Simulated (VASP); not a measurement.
# ReCl (P6_3mc) in VASP: a series of runs, part 2 of 2

VASP 6.6.1.

## 3. Relaxation of cell and atoms, PBE

This run uses another cell than the first one, of 22.14 Å³/atom.

Contents of INCAR:

```
SYSTEM = ReCl
PREC = Accurate ; ENCUT = 600
EDIFF = 1E-7 ; ISMEAR = 0
SIGMA = 0.1 ; LREAL = .False.
LASPH = .True. ; NELM = 60
ALGO = Normal ; ISIF = 3
LWAVE = .False. ; LCHARG = .False.
GGA = PE ; IBRION = 2
NSW = 90 ; EDIFFG = -0.04
```

Contents of KPOINTS:

```
regular mesh
0
Gamma
  6 6 4
  0 0 0
```

Contents of POSCAR:

```
ReCl
1.0
    3.9968595264      0.0000000000      0.0000000000
   -1.9984297631      3.4613818852      0.0000000000
    0.0000000000      0.0000000000      6.4008326988
Re Cl
2 2
Direct
    0.3333333333      0.6666666667      0.0000000000
    0.6666666667      0.3333333333      0.5000000000
    0.3333333333      0.6666666667      0.3821000000
    0.6666666667      0.3333333333      0.8821000000
```

Potentials or basis: VASP PAW PBE potentials, release 64 (Re, Cl).

Command:

```console
cat potpaw_PBE.64/Re/POTCAR potpaw_PBE.64/Cl/POTCAR > POTCAR
mpirun -np 1 vasp_std > vasp.out
```

OUTCAR:

```text
SYSTEM = ReCl
   PREC = Accurate
   ENCUT = 600
   EDIFF = 1E-7
   ISMEAR = 0
   LREAL = .False.
   LASPH = .True.
   NELM = 60
   ISIF = 3
   GGA = PE
   IBRION = 2
   NSW = 90
   EDIFFG = -0.04

 ion  position               nearest neighbor table
   1  0.333  0.667  0.000-   4 2.43   4 2.43   4 2.43   3 2.45
   2  0.667  0.333  0.500-   3 2.43   3 2.43   3 2.43   4 2.45
   3  0.333  0.667  0.382-   2 2.43   2 2.43   2 2.43   1 2.45
   4  0.667  0.333  0.882-   1 2.43   1 2.43   1 2.43   2 2.45

  LATTYP: Found a hexagonal cell.
 ALAT       =     3.9968595264
 C/A-ratio  =     1.6014655147

  Lattice vectors:

 A1 = (   3.9968595264,   0.0000000000,   0.0000000000)
 A2 = (  -1.9984297631,   3.4613818852,   0.0000000000)
 A3 = (   0.0000000000,   0.0000000000,   6.4008326988)

Analysis of symmetry for initial positions (statically):
=====================================================================
 Subroutine PRICEL returns:
 Original cell was already a primitive cell.

 Routine SETGRP: Setting up the symmetry group for a
 hexagonal supercell.

 Subroutine GETGRP returns: Found 12 space group operations
 (whereof  6 operations were pure point group operations)
 out of a pool of 24 trial point group operations.

The static configuration has the point symmetry C_3v.
 The point group associated with its full space group is C_6v.

[... 160 lines left out ...]
  ---------------------------------------------------
  free energy    TOTEN  =       -20.51692322 eV

  energy without entropy =      -20.49918759  energy(sigma->0) =      -20.50805540

 E-fermi :   4.8964     XC(G=0): -10.1948

 val. band max:        4.8935905095   @ k =   0.5000  -0.0000   0.2500
 cond. band min:       4.9613094031   @ k =   0.5000  -0.0000   0.2500
 fundamental gap:      0.0677188935
 Fermi energy:         4.8964414350

 k-point     1 :       0.0000    0.0000    0.0000
  band No.  band energies     occupation
      1     -14.1273      2.00000
      2     -13.7741      2.00000
      3      -3.2241      2.00000
      4      -2.6421      2.00000
      5      -2.6421      2.00000
      6      -2.5001      2.00000
[... 537 lines left out ...]
  FREE ENERGIE OF THE ION-ELECTRON SYSTEM (eV)
  ---------------------------------------------------
  free  energy   TOTEN  =       -21.2959097233 eV

  energy  without entropy=      -21.2719740414  energy(sigma->0) =      -21.28394188

[... ionic steps 4 to 20 ...]

--------------------------------------- Ionic step       21  -------------------------------------------

 number of electron      28.0000004 magnetization

------------------------ aborting loop because EDIFF is reached ----------------------------------------
[... 71 lines left out ...]
--------------------------------------- Ionic step       23  -------------------------------------------

 number of electron      28.0000004 magnetization

 Free energy of the ion-electron system (eV)
  ---------------------------------------------------
  ext. energy  EPLUGINS =         0.00000000
  ---------------------------------------------------
  free energy    TOTEN  =       -24.79503785 eV

  energy without entropy =      -24.78216794  energy(sigma->0) =      -24.78860290

 E-fermi :   8.0823     XC(G=0): -12.2069

 val. band max:        8.0755036029   @ k =   0.1667  -0.0000   0.0000
 cond. band min:       8.1216125618   @ k =   0.3333  -0.0000   0.5000
 fundamental gap:      0.0461089588
 Fermi energy:         8.0822696761

 k-point     1 :       0.0000    0.0000    0.0000
  band No.  band energies     occupation
      1     -11.5649      2.00000
      2     -11.0447      2.00000
      3      -2.2054      2.00000
      4      -0.1833      2.00000
      5       2.9490      2.00000
      6       3.1351      2.00000
[... 461 lines left out ...]
  FREE ENERGIE OF THE ION-ELECTRON SYSTEM (eV)
  ---------------------------------------------------
  free  energy   TOTEN  =       -24.7950378522 eV

  energy  without entropy=      -24.7821679388  energy(sigma->0) =      -24.78860290

 reached required accuracy - stopping structural energy minimisation
```

CONTCAR:

```text
ReCl
   1.00000000000000
     2.9342087774768228   -0.0000000000259771   -0.0000000000000000
    -1.4671043886874953    2.5410993413094456   -0.0000000000000000
    -0.0000000000000000   -0.0000000000000000    8.3862302543230811
  Re              Cl
     2     2
Direct
     0.3333333332999970    0.6666666667000030    0.0546840231646907
     0.6666666667000030    0.3333333332999970    0.5546840231646908
     0.3333333332999970    0.6666666667000030    0.3274159768353107
     0.6666666667000030    0.3333333332999970    0.8274159768353104

  0.00000000E+00  0.00000000E+00  0.00000000E+00
  0.00000000E+00  0.00000000E+00  0.00000000E+00
  0.00000000E+00  0.00000000E+00  0.00000000E+00
  0.00000000E+00  0.00000000E+00  0.00000000E+00
```

Run time: 7.2 min. Hardware: 1 thread of Intel Xeon 6975P-C (Granite Rapids), shared host; peak memory 0.25 GiB.

What came out:

| Property | Result |
| --- | --- |
| Free energy | -24.7950 eV |
| Relaxed volume | 15.63 Å³/atom |
| Relaxed cell | a = 2.934 Å, b = 2.934 Å, c = 8.386 Å, α = 90.00°, β = 90.00°, γ = 120.00° |
| Space group after relaxing (to 0.1 Å) | P6_3mc (No. 186) |
| Energy gained by relaxing | 1069.5 meV/atom |
| Ionic steps | 23 |
| Pressure after relaxing | 0.2 GPa |
| Largest force after relaxing | 0.018 eV/Å |
| Band gap on the k mesh | zero (bands 14 and 15 overlap by 2.06 eV) |

Forces in eV/Å, atoms in the order of the input:
```
Re   0.000  0.000 -0.018
Re   0.000  0.000 -0.018
Cl   0.000  0.000  0.018
Cl   0.000  0.000  0.018
```

The path:
```tsv
step	energy change (eV)	largest force (eV/Å)	pressure (GPa)	volume (Å³)
1	0.0000	0.0457	-14.18	88.55
2	-0.1715	1.1066	25.31	65.69
3	-0.7790	0.3166	-0.02	74.86
4	-0.7795	0.3293	0.45	74.60
5	-0.8334	0.3183	0.37	74.64
6	-0.9478	0.5551	0.34	74.56
7	-1.5850	1.4365	-3.02	73.58
8	-3.9081	0.7521	-12.32	68.74
9	-4.0148	0.5211	-11.00	67.64
10	-4.0301	0.4929	-10.60	67.39
11	-4.0478	0.4518	-9.77	66.92
12	-4.0409	0.4823	-7.31	65.94
13	-4.0514	0.4410	-9.06	66.59
14	-4.0778	0.4425	-8.49	66.26
15	-4.1480	0.4360	-6.62	65.29
16	-4.2395	0.3858	-2.14	63.36
17	-4.1893	0.0698	9.85	59.57
18	-4.2604	0.3102	1.18	62.14
19	-4.2609	0.2928	1.75	61.95
20	-4.2677	0.2236	1.43	62.06
21	-4.2777	0.0127	0.62	62.39
22	-4.2778	0.0342	0.57	62.41
23	-4.2781	0.0178	0.22	62.53
```

Final structure:
```yaml
crystal:
  lattice:
    - [2.93421, 0.00000, 0.00000]
    - [-1.46710, 2.54110, 0.00000]
    - [0.00000, 0.00000, 8.38623]
  atoms:
    - { symbol: Re, position: [0.33333, 0.66667, 0.05468] }
    - { symbol: Re, position: [0.66667, 0.33333, 0.55468] }
    - { symbol: Cl, position: [0.33333, 0.66667, 0.32742] }
    - { symbol: Cl, position: [0.66667, 0.33333, 0.82742] }
```

Levels at points of the mesh, in eV from the Fermi level:
| k point | band 12 | band 13 | band 14 | band 15 | band 16 | band 17 |
| --- | --- | --- | --- | --- | --- | --- |
| (0.00, 0.00, 0.00) | -1.15 | -0.86 | -0.86 | 0.16 | 0.16 | 1.33 |
| (0.50, 0.00, 0.00) | -1.40 | -0.56 | 1.63 | 1.77 | 2.37 | 2.78 |
| (0.00, 0.00, 0.50) | -1.03 | -1.03 | -1.03 | 0.91 | 0.91 | 0.91 |
| (0.50, 0.00, 0.50) | -1.43 | 0.57 | 0.57 | 0.95 | 0.95 | 2.78 |

Caveat: the volume moved by over 15 % at a fixed basis, so the end points are rough; spin-orbit coupling is left out, which moves the levels of the heavy elements.

## 4. Single point, PBE

This run uses another cell than the first one, of 23.69 Å³/atom.

Contents of INCAR:

```
SYSTEM = ReCl
ALGO     = Normal         ! electronic algorithm
EDIFF    = 1E-6           ! SCF threshold, eV
ENCUT    = 520            ! plane-wave cutoff, eV
GGA      = PE             ! functional
ISIF     = 2              ! what is computed and relaxed
ISMEAR   = 0              ! smearing method
LASPH    = .TRUE.         ! aspherical terms in the spheres
LCHARG   = .FALSE.        ! write CHGCAR
LREAL    = .FALSE.        ! projectors in reciprocal space
LWAVE    = .FALSE.        ! write WAVECAR
NBANDS   = 22             ! bands
NELM     = 100            ! most SCF steps
PREC     = Accurate       ! precision mode
SIGMA    = 0.1            ! smearing width, eV
```

Contents of KPOINTS:

```
k-points
0
G
  18 18 4
  0 0 0
```

Contents of POSCAR:

```
ReCl
1.0
    2.7957999539      0.0000000000      0.0000000000
   -1.3978999769      2.4212337840      0.0000000000
    0.0000000000      0.0000000000     13.9968392422
Re Cl
2 2
Direct
    0.3333333333      0.6666666667      0.1137971549
    0.6666666667      0.3333333333      0.6137971549
    0.3333333333      0.6666666667      0.2683028451
    0.6666666667      0.3333333333      0.7683028451
```

Command:

```console
cat potpaw_PBE.64/Re/POTCAR potpaw_PBE.64/Cl/POTCAR > POTCAR
mpirun -np 1 vasp_std > vasp.out
```

Wall time 2.6 min (1 thread of Intel Xeon 6975P-C (Granite Rapids), shared host); peak memory 0.37 GiB.

The run converged. Its results:

| Item | Value |
| --- | --- |
| Free energy | -25.4711 eV |
| Pressure | 0.0 GPa |
| Largest force | 0.130 eV/Å |
| Band gap on the k mesh | zero (bands 14 and 15 overlap by 2.29 eV) |

Forces in eV/Å, atoms in the order of the input:
```
Re   0.000  0.000 -0.130
Re   0.000  0.000 -0.130
Cl   0.000  0.000  0.130
Cl   0.000  0.000  0.130
```

Stress tensor (GPa, compression positive):
```
-0.39  0.00  0.00
 0.00 -0.39  0.00
 0.00  0.00  0.88
```

Levels at points of the mesh, in eV from the Fermi level:
```
           k point  band 12  band 13  band 14  band 15  band 16  band 17
(0.00, 0.00, 0.00)    -0.81    -0.81    -0.81    -0.81    -0.62     2.20
(0.50, 0.00, 0.00)    -2.33     1.21     1.22     2.16     2.31     2.33
(0.00, 0.00, 0.50)    -0.92    -0.81    -0.81    -0.81    -0.81     2.20
(0.50, 0.00, 0.50)    -2.33     1.21     1.21     2.18     2.18     2.43
```

Caveat: spin-orbit coupling is left out, which moves the levels of the heavy elements.

## 5. Single point, PBE, collinear spin

This run uses another cell than the first one, of 22.14 Å³/atom.

Contents of INCAR:

```
SYSTEM = ReCl
  ALGO = Normal
  EDIFF = 1E-6
  ENCUT = 520
  GGA = PE
  ISIF = 2
  ISMEAR = 0
  ISPIN = 2
  LASPH = .TRUE.
  LCHARG = .FALSE.
  LMAXMIX = 4
  LORBIT = 11
  LREAL = .FALSE.
  LWAVE = .FALSE.
  MAGMOM = 1 1 0 0
  NBANDS = 26
  NELM = 150
  PREC = Accurate
  SIGMA = 0.1
```

Contents of KPOINTS:

```
k-points
0
G
  6 6 4
  0 0 0
```

Contents of POSCAR:

```
ReCl
1.0
    3.9968595264      0.0000000000      0.0000000000
   -1.9984297631      3.4613818852      0.0000000000
    0.0000000000      0.0000000000      6.4008326988
Re Cl
2 2
Direct
    0.3333333333      0.6666666667      0.0000000000
    0.6666666667      0.3333333333      0.5000000000
    0.3333333333      0.6666666667      0.3821000000
    0.6666666667      0.3333333333      0.8821000000
```

Command:

```console
cat potpaw_PBE.64/Re/POTCAR potpaw_PBE.64/Cl/POTCAR > POTCAR
mpirun -np 1 vasp_std > vasp.out
```

Run time: 52 s. Hardware: 1 thread of Intel Xeon 6975P-C (Granite Rapids), shared host; peak memory 0.26 GiB.

The run converged. Its results:

```yaml
Free_energy: -20.5150 eV
Pressure: -14.2 GPa
Largest_force: 0.045 eV/Å
Band_gap_on_the_k_mesh: zero (filled and empty bands overlap)
Net_moment: 0.00 μB per cell
Valence_electrons_inside_the_program's_atomic_spheres: Re 5.55; Cl 4.95
```

Forces in eV/Å, atoms in the order of the input:
```
Re   0.000  0.000  0.045
Re   0.000  0.000  0.045
Cl   0.000  0.000 -0.045
Cl   0.000  0.000 -0.045
```

Stress tensor (GPa, compression positive):
```
-16.39   0.00   0.00
  0.00 -16.39   0.00
  0.00   0.00  -9.95
```

Levels at points of the mesh, in eV from the Fermi level:
Spin up:
```csv
k point,band 12,band 13,band 14,band 15,band 16,band 17
"(0.00, 0.00, 0.00)",-0.91,-0.72,-0.72,0.83,0.83,1.27
"(0.50, 0.00, 0.00)",-1.09,-0.89,-0.39,-0.24,0.26,0.67
"(0.00, 0.00, 0.50)",-1.14,-0.06,-0.06,0.94,0.94,1.34
"(0.50, 0.00, 0.50)",-1.05,-0.81,-0.81,0.17,0.17,0.32
```
Spin down:
```
           k point  band 12  band 13  band 14  band 15  band 16  band 17
(0.00, 0.00, 0.00)    -0.91    -0.72    -0.72     0.83     0.83     1.27
(0.50, 0.00, 0.00)    -1.09    -0.89    -0.39    -0.24     0.26     0.67
(0.00, 0.00, 0.50)    -1.14    -0.06    -0.06     0.94     0.94     1.34
(0.50, 0.00, 0.50)    -1.05    -0.81    -0.81     0.17     0.17     0.32
```

Caveat: the stress differs along the axes, from -16 to -10 GPa; spin-orbit coupling is left out, which moves the levels of the heavy elements.

## 6. Summary

```tsv
task	spin	cell	k mesh	cutoff (eV)	gap on the mesh (eV)	pressure (GPa)	largest force (eV/Å)
single point	off	a = 2.939, b = 2.939, c = 8.342 Å, angles 90.0, 90.0, 120.0°, 4 atoms, atomic positions A	6 × 6 × 4	520	none	0.6	0.04
relaxation of cell and atoms	off	relaxed from a = 3.997, b = 3.997, c = 6.401 Å, angles 90.0, 90.0, 120.0°, 4 atoms, atomic positions B	6 × 6 × 4	600	none	0.2	0.02
single point	off	a = 2.796, b = 2.796, c = 13.997 Å, angles 90.0, 90.0, 120.0°, 4 atoms, atomic positions C	18 × 18 × 4	520	none	0.0	0.13
single point	collinear	a = 3.997, b = 3.997, c = 6.401 Å, angles 90.0, 90.0, 120.0°, 4 atoms, atomic positions B	6 × 6 × 4	520	none	-14.2	0.05
```

Alike in all rows: level PBE; potentials or basis VASP PAW PBE potentials, release 64 (Re, Cl); smearing gaussian 0.1 eV.

Caveats: some runs use coarse meshes; spin-orbit coupling is left out, which moves the levels of the heavy elements; the volume moved by over 15 % at a fixed basis, so the end points are rough (at least some runs); the stress differs along the axes, from -16 to -10 GPa (at least some runs).

Total energies depend on the potentials used, so only differences within one code and one set of settings carry meaning.

The gap in the log of VASP goes by the Fermi energy; the results here count the filled bands.